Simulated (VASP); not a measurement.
# Mg7CdO8 (P1) in VASP: notebook

Mg7CdO8 is run at these levels: PBEsol; tasks: single point, relaxation of volume and atoms at fixed shape.

Everything below comes from runs of VASP 6.6.1. Logs are shortened: lines on timing, memory, paths and dates and some standing lists are left out, and cuts for length are marked.

### Step 1. The cell of the first run

The typed cell holds 64 atoms: a = 8.588 Å, b = 8.588 Å, c = 8.588 Å, α = 90.00°, β = 90.00°, γ = 90.00°.

### Step 2. Single point, PBEsol

Contents of INCAR:

```
  PREC = Accurate
  ENCUT = 700
  EDIFF = 1E-6
  ISMEAR = -1
  SIGMA = 0.05
  LREAL = Auto
  LASPH = True
  NELM = 120
  ALGO = Normal
  ISIF = 2
  LWAVE = False
  LCHARG = False
  GGA = PS
  ISYM = -1
  NBANDS = 186
  GGA_COMPAT = False
```

Contents of KPOINTS:

```
explicit points
1
Reciprocal
  0.25000000   0.25000000   0.25000000 1
```

Contents of POSCAR:

```
Mg7CdO8
1.0
    8.5882226301      0.0000000000      0.0000000000
    0.0000000000      8.5882226301      0.0000000000
    0.0000000000      0.0000000000      8.5882226301
O Mg Cd
32 28 4
Direct
    0.2505050000      0.9982750000      0.0000890000
    0.2507380000      0.9988800000      0.4994570000
    0.2501480000      0.5024750000      0.9999530000
    0.2503620000      0.5007930000      0.4995810000
    0.7494730000      0.9885660000      0.0001800000
    0.7500210000      0.9978880000      0.4997940000
    0.7489760000      0.5175490000      0.0006240000
    0.7492110000      0.5019980000      0.4998010000
    0.0121570000      0.2516390000      0.9994220000
    0.0016980000      0.2506870000      0.5005160000
    0.0019440000      0.7501250000      0.9979700000
    0.0007150000      0.7493370000      0.5019750000
    0.4875720000      0.2506210000      0.9971200000
    0.4986340000      0.2501700000      0.5014060000
    0.4982420000      0.7494470000      0.9864860000
    0.5009500000      0.7488710000      0.5126650000
    0.0028970000      0.0024230000      0.2494700000
    0.0025690000      0.0010290000      0.7503050000
    0.0139090000      0.4980990000      0.2497320000
    0.0142260000      0.4991220000      0.7504930000
    0.4987050000      0.0122370000      0.2493140000
    0.4980130000      0.0016370000      0.7499660000
    0.4843010000      0.4848280000      0.2485800000
    0.4853710000      0.4968070000      0.7498240000
    0.2483140000      0.2471840000      0.2516400000
    0.2494000000      0.2472790000      0.7478320000
    0.2385540000      0.7519720000      0.2503190000
    0.2486610000      0.7523190000      0.7490960000
    0.7525370000      0.2354500000      0.2634380000
    0.7504260000      0.2345860000      0.7363410000
    0.7653940000      0.7657910000      0.2526840000
    0.7530450000      0.7644050000      0.7485860000
    0.0029690000      0.9985020000      0.9998320000
    0.0010170000      0.9999810000      0.4999850000
    0.0077440000      0.5027160000      0.9998220000
    0.0051560000      0.5000810000      0.5000950000
    0.4976430000      0.0000280000      0.9976030000
    0.4998950000      0.0015100000      0.5017740000
    0.4921030000      0.5002200000      0.9971050000
    0.4950190000      0.4975960000      0.5024030000
    0.2498210000      0.2494050000      0.9996790000
    0.2498520000      0.2491360000      0.4999030000
    0.2483860000      0.7508940000      0.9976230000
    0.2483950000      0.7503920000      0.5017670000
    0.7503210000      0.2448930000      0.5000120000
    0.7531690000      0.7549230000      0.9969530000
    0.7530110000      0.7545480000      0.5024440000
    0.2486310000      0.0013090000      0.2500170000
    0.2499900000      0.9998260000      0.7494900000
    0.2484390000      0.4980030000      0.2500900000
    0.2497480000      0.5000510000      0.7494090000
    0.7528020000      0.0003600000      0.2519550000
    0.7504620000      0.9987640000      0.7479120000
    0.0046210000      0.2479970000      0.2523250000
    0.0048050000      0.2477410000      0.7476050000
    0.0025450000      0.7525040000      0.2502180000
    0.0027100000      0.7525590000      0.7496650000
    0.4949810000      0.2477460000      0.2523100000
    0.4950010000      0.2473750000      0.7474890000
    0.4977060000      0.7525320000      0.7495470000
    0.7498750000      0.2487070000      0.9999900000
    0.7508750000      0.4998890000      0.2506830000
    0.7499260000      0.5004280000      0.7495820000
    0.5008260000      0.7499800000      0.2495740000
```

Potentials or basis: VASP PAW PBE potentials, release 64 (O, Mg, Cd).

The run is started by

```console
cat potpaw_PBE.64/O/POTCAR potpaw_PBE.64/Mg/POTCAR potpaw_PBE.64/Cd/POTCAR > POTCAR
mpirun -np 1 vasp_std > vasp.out
```

OUTCAR:

```text
PREC = Accurate
   ENCUT = 700
   EDIFF = 1E-6
   ISMEAR = -1
   LREAL = Auto
   LASPH = True
   NELM = 120
   ISIF = 2
   GGA = PS
   ISYM = -1

 ion  position               nearest neighbor table
   1  0.251  0.998  0.000-  37 2.12  43 2.12  33 2.13  48 2.15  49 2.15  41 2.16
   2  0.251  0.999  0.499-  44 2.13  38 2.14  48 2.14  34 2.14  49 2.15  42 2.15
   3  0.250  0.502  1.000-  39 2.08  35 2.08  43 2.13  50 2.15  51 2.15  41 2.17
   4  0.250  0.501  0.500-  40 2.10  36 2.11  50 2.14  44 2.14  51 2.15  42 2.16
   5  0.749  0.989  0.000-  46 2.01  52 2.16  37 2.17  53 2.17  33 2.18  61 2.23
   6  0.750  0.998  0.500-  47 2.09  45 2.12  52 2.13  53 2.13  38 2.15  34 2.16
[... 67 lines left out ...]
                            45 3.00  38 3.02  34 3.03  57 3.03  60 3.03  61 3.05  37 3.05  55 3.06
  54  0.005  0.248  0.252-  25 2.09  17 2.11  10 2.13  19 2.15  29 2.17   9 2.17  48 2.98  42 2.99
                            50 3.00  34 3.01  41 3.02  52 3.03  36 3.04  33 3.05  45 3.05  62 3.07
  55  0.005  0.248  0.748-  26 2.10  18 2.12  10 2.12  20 2.16   9 2.16  30 2.19  42 2.99  49 2.99
                            34 3.01  41 3.02  51 3.02  36 3.04  33 3.05  45 3.05  53 3.06  35 3.08
  56  0.003  0.753  0.250-  27 2.03  31 2.04  17 2.15  12 2.16  11 2.17  19 2.19  48 3.01  33 3.01
                            34 3.02  44 3.02  52 3.02  43 3.03  35 3.04  50 3.04  47 3.05  36 3.05
  57  0.003  0.753  0.750-  28 2.11  12 2.13  11 2.13  18 2.13  32 2.15  20 2.18  44 3.00  43 3.00
                            49 3.00  33 3.01  46 3.02  47 3.02  34 3.02  53 3.03  51 3.03  35 3.04
  58  0.495  0.248  0.252-  21 2.02  23 2.04  25 2.12  14 2.14  13 2.19  29 2.22  42 2.99  48 2.99
                            38 3.01  50 3.02  41 3.02  40 3.04  37 3.05  45 3.06  52 3.07  61 3.08
  59  0.495  0.247  0.747-  26 2.11  22 2.11  14 2.11  24 2.14  13 2.15  30 2.20  38 2.99  49 2.99
                            42 2.99  40 3.01  41 3.02  37 3.02  51 3.02  39 3.05  45 3.05  53 3.06
  60  0.498  0.753  0.750-  16 2.03  15 2.04  28 2.14  22 2.14  32 2.20  24 2.20  49 3.01  37 3.01
                            38 3.02  44 3.02  43 3.02  53 3.03  39 3.04  51 3.04  40 3.05  47 3.05
  61  0.750  0.249  1.000-   5 2.23   9 2.25  13 2.25  29 2.27  30 2.27   7 2.31  52 3.04  37 3.04
                            62 3.05  53 3.05  63 3.05  33 3.06  54 3.08  58 3.08  55 3.08  59 3.08
  62  0.751  0.500  0.251-   8 2.14   7 2.15  19 2.26  29 2.27  31 2.29  23 2.29  64 3.04  61 3.05
                            36 3.06  56 3.06  45 3.06  54 3.07  47 3.08  40 3.08  35 3.08  58 3.09
  63  0.750  0.500  0.750-   8 2.15   7 2.16  32 2.27  20 2.27  24 2.27  30 2.29  47 3.04  46 3.05
                            61 3.05  40 3.05  60 3.06  36 3.07  57 3.07  45 3.07  39 3.07  55 3.08
  64  0.501  0.750  0.250-  21 2.25  27 2.25  16 2.26  15 2.26  31 2.28  23 2.28  62 3.04  37 3.05
                            52 3.05  39 3.05  48 3.06  38 3.06  50 3.06  43 3.06  44 3.06  46 3.07

IMPORTANT INFORMATION: All symmetrisations will be switched off!
NOSYMM: (Re-)initialisation of all symmetry stuff for point group C_1.

----------------------------------------------------------------------------------------

                                     Primitive cell

  volume of cell :     633.4464

  direct lattice vectors                    reciprocal lattice vectors
     8.588222630  0.000000000  0.000000000     0.116438528  0.000000000  0.000000000
     0.000000000  8.588222630  0.000000000     0.000000000  0.116438528  0.000000000
     0.000000000  0.000000000  8.588222630     0.000000000  0.000000000  0.116438528

  length of vectors
     8.588222630  8.588222630  8.588222630     0.116438528  0.116438528  0.116438528

  position of ions in fractional coordinates (direct lattice)
     0.250505000  0.998275000  0.000089000
     0.250738000  0.998880000  0.499457000
     0.250148000  0.502475000  0.999953000
     0.250362000  0.500793000  0.499581000
     0.749473000  0.988566000  0.000180000
     0.750021000  0.997888000  0.499794000
[... 56 lines left out ...]
     0.749926000  0.500428000  0.749582000
     0.500826000  0.749980000  0.249574000

  ion indices of the primitive-cell ions
   primitive index   ion index
                 1           1
                 2           2
                 3           3
                 4           4
                 5           5
                 6           6
[... 56 lines left out ...]
                63          63
                64          64

----------------------------------------------------------------------------------------

 KPOINTS: explicit points

Read explicit list of k-points.

 Found      1 k-points:

 Following reciprocal coordinates:
            Coordinates               Weight
  0.250000  0.250000  0.250000      1.000000
   k-points           NKPTS =      1   k-points in BZ     NKDIM =      1   number of bands    NBANDS=    186
   number of dos      NEDOS =    301   number of ions     NIONS =     64
   total plane-waves  NPLWV = 512000
   dimension x,y,z NGX =    80 NGY =   80 NGZ =   80
   dimension x,y,z NGXF=   160 NGYF=  160 NGZF=  160
   ions per type =              32  28   4
   NGX,Y,Z   is equivalent  to a cutoff of  15.49, 15.49, 15.49 a.u.
   NGXF,Y,Z  is equivalent  to a cutoff of  30.97, 30.97, 30.97 a.u.
 SYSTEM =  unknown system
   PREC   = accura    normal or accurate (medium, high low for compatibility)
   ISTART =      0    job   : 0-new  1-cont  2-samecut
   ICHARG =      2    charge: 1-file 2-atom 10-const
   ISPIN  =      1    spin polarized calculation?
   LNONCOLLINEAR =      F non collinear calculations
   LSORBIT =      F    spin-orbit coupling
   LASPH  =      T    aspherical Exc in radial PAW
   ENCUT  =  700.0 eV  51.45 Ry    7.17 a.u.  18.53 18.53 18.53*2*pi/ulx,y,z
   NELM   =    120;   NELMIN=  2; NELMDL= -5     # of ELM steps
   EDIFF  = 0.1E-05   stopping-criterion for ELM
   LREAL  =      T    real-space projection
   EDIFFG = 0.1E-04   stopping-criterion for IOM
   NSW    =      0    number of steps for IOM
   IBRION =     -1    ionic relax: 0-MD 1-quasi-New 2-CG
   NFREE  =      0    steps in history (QN), initial steepest desc. (CG)
   ISIF   =      2    stress and relaxation
   ISYM   =     -1    0-nonsym 1-usesym 2-fastsym
   POTIM  = 0.5000    time-step for ionic-motion
   TEBEG  =    0.0;   TEEND  =   0.0 temperature during run
   PSTRESS=    0.0 pullay stress
   NELECT =     296.0000    total number of electrons
   NUPDOWN=      -1.0000    fix difference up-down
   EMIN   =  10.00;   EMAX   =-10.00  energy-range for DOS
   EFERMI =   0.00;   METHOD = LEGACY
   ISMEAR =    -1;   SIGMA  =   0.05  broadening in eV -4-tet -1-fermi 0-gaus
   EFERMI_NEDOS =   21; number of points for ismear=-14 and -15
   IALGO  =     38    algorithm
   IMIX   =      4    mixing-type and parameters
     AMIX     =   0.40;   BMIX     =  1.00
     AMIX_MAG =   1.60;   BMIX_MAG =  1.00
  volume/ion in A,a.u.               =       9.90        66.79
  Fermi-wavevector in a.u.,A,eV,Ry     =   1.270385  2.400680 21.958152  1.613879
  Thomas-Fermi vector in A             =   2.403375
   LORBIT       =      0    0 simple, 1 ext, 2 COOP (PROOUT), +10 PAW based schemes
   GGA     = PS    functional components
   LHFCALC =     F    Hartree Fock is set to
   AEXX    =    0.0000 exact exchange contribution
   IVDW    =     0    specifies the selected vdW correction
   LEPSILON=     F    determine dielectric tensor
   LRPA    =     F    only Hartree local field effects (RPA)
 non-spin polarized calculation
  energy-cutoff  :      700.00
  volume of cell :      633.45
 maximum number of plane-waves:     26661
 NGX is ok and might be reduce to    80
   NGX = 37   NGY = 37   NGZ = 37

 number of electron     296.0000007 magnetization

 Free energy of the ion-electron system (eV)
  ---------------------------------------------------
  ext. energy  EPLUGINS =         0.00000000
  ---------------------------------------------------
  free energy    TOTEN  =      -381.75566227 eV

  energy without entropy =     -381.75566227  energy(sigma->0) =     -381.75566227

 E-fermi :   4.4885     XC(G=0): -11.3602

 val. band max:        3.2704230261   @ k =   0.2500   0.2500   0.2500
 cond. band min:       6.9888995992   @ k =   0.2500   0.2500   0.2500
 fundamental gap:      3.7184765730
 Fermi energy:         4.4884739448

 k-point     1 :       0.2500    0.2500    0.2500
  band No.  band energies     occupation
      1     -14.2439      2.00000
      2     -13.9327      2.00000
      3     -13.8742      2.00000
      4     -13.8415      2.00000
      5     -13.6474      2.00000
      6     -13.5858      2.00000
[... 152 lines left out ...]
    159      10.4677      0.00000
    160      10.5996      0.00000
 [bands above 160 left out]

------------------------ aborting loop because EDIFF is reached ----------------------------------------

  FORCE on cell =-STRESS in cart. coord.  units (eV):
  Direction    XX          YY          ZZ          XY          YZ          ZX
  --------------------------------------------------------------------------------------
  -------------------------------------------------------------------------------------
  Total       -1.3989205     -1.2405536     -0.3252235      0.0935092     -0.6629107     -0.3931635
  in kB       -3.5382925     -3.1377348     -0.8225886      0.2365131     -1.6767014     -0.9944291
  external PRESSURE =      -2.4995386 kB  Pullay stress =       0.0000000 kB

 VOLUME and BASIS-vectors are now :
 -----------------------------------------------------------------------------
  energy-cutoff  :      700.00
  volume of cell :      633.45
      direct lattice vectors                 reciprocal lattice vectors
     8.588222630  0.000000000  0.000000000     0.116438528  0.000000000  0.000000000
     0.000000000  8.588222630  0.000000000     0.000000000  0.116438528  0.000000000
     0.000000000  0.000000000  8.588222630     0.000000000  0.000000000  0.116438528

 POSITION                                       TOTAL-FORCE (eV/Angst)
 -----------------------------------------------------------------------------------
      2.15139      8.57341      0.00076         0.002355     -0.002641      0.001433
      2.15339      8.57860      4.28945         0.002599     -0.004035     -0.001681
      2.14833      4.31537      8.58782        -0.000012      0.003935      0.001821
      2.15016      4.30092      4.29051         0.004186      0.005270     -0.002971
      6.43664      8.49002      0.00155        -0.003642     -0.091591      0.001585
      6.44135      8.57008      4.29234        -0.001818     -0.003527     -0.001946
[... 56 lines left out ...]
      6.44053      4.29779      6.43758        -0.001375     -0.002945      0.002608
      4.30121      6.44100      2.14340         0.005574     -0.002779     -0.001507
 -----------------------------------------------------------------------------------
    total drift:                                0.011228     -0.010679     -0.002231

  FREE ENERGIE OF THE ION-ELECTRON SYSTEM (eV)
  ---------------------------------------------------
  free  energy   TOTEN  =      -381.7556622741 eV

  energy  without entropy=     -381.7556622740  energy(sigma->0) =     -381.75566227
```

Run time: 5.7 min. Hardware: 1 thread of Intel Xeon 6975P-C (Granite Rapids), shared host; peak memory 1 GiB.

Results:

* Free energy: -381.7557 eV
* Pressure: -0.2 GPa
* Largest force: 0.112 eV/Å
* Band gap on the k mesh: 3.72 eV

Forces on the atoms (eV/Å):
```
O    0.002 -0.003  0.001
O    0.003 -0.004 -0.002
O    0.000  0.004  0.002
O    0.004  0.005 -0.003
O   -0.004 -0.092  0.002
O   -0.002 -0.004 -0.002
O   -0.003  0.083 -0.003
O   -0.002  0.005  0.000
O    0.077  0.006  0.000
O   -0.002  0.003  0.001
O   -0.002 -0.003  0.000
O   -0.003 -0.003  0.003
O   -0.077  0.004 -0.003
O    0.001  0.002  0.001
O    0.002 -0.004 -0.080
O    0.003 -0.004  0.078
O   -0.002  0.001 -0.001
O    0.001  0.002  0.002
O    0.079 -0.003 -0.002
O    0.073 -0.002  0.003
O   -0.001  0.085 -0.002
O   -0.001  0.003  0.002
O   -0.068 -0.077 -0.002
O   -0.072 -0.002  0.002
O    0.001  0.000 -0.001
O    0.000 -0.001  0.000
O   -0.082  0.002  0.001
O   -0.001  0.002  0.000
O    0.001 -0.079  0.080
O    0.000 -0.074 -0.080
O    0.075  0.073 -0.002
O    0.001  0.075  0.000
Mg   0.005 -0.006  0.001
Mg   0.000  0.000  0.000
Mg   0.014  0.006  0.000
Mg   0.009  0.000  0.000
Mg  -0.005  0.000 -0.005
Mg   0.001  0.007  0.006
Mg  -0.015  0.001 -0.005
Mg  -0.010 -0.007  0.007
Mg   0.001  0.001  0.001
Mg   0.000  0.001  0.000
Mg  -0.007  0.000 -0.005
Mg  -0.006 -0.001  0.006
Mg  -0.001 -0.010 -0.001
Mg   0.006  0.008 -0.007
Mg   0.007  0.010  0.007
Mg  -0.006  0.006 -0.001
Mg   0.000  0.000  0.000
Mg  -0.007 -0.005  0.000
Mg   0.000  0.000  0.000
Mg   0.004  0.001  0.005
Mg   0.000 -0.006 -0.006
Mg   0.010 -0.006  0.006
Mg   0.010 -0.006 -0.006
Mg   0.004  0.005  0.000
Mg   0.005  0.005  0.000
Mg  -0.010 -0.006  0.007
Mg  -0.010 -0.006 -0.007
Mg  -0.005  0.006  0.000
Cd  -0.002  0.005  0.001
Cd   0.000  0.000  0.000
Cd  -0.001 -0.003  0.003
Cd   0.006 -0.003 -0.002
```

Stress tensor (GPa, compression positive):
```
-0.35  0.02 -0.10
 0.02 -0.31 -0.17
-0.10 -0.17 -0.08
```

Caveat: the PAW data sets were made with another functional, which shifts forces and pressure a little; a shifted mesh leaves out Γ, where band edges can lie. A k mesh can miss the band edges.

[end of part 1 of 2]
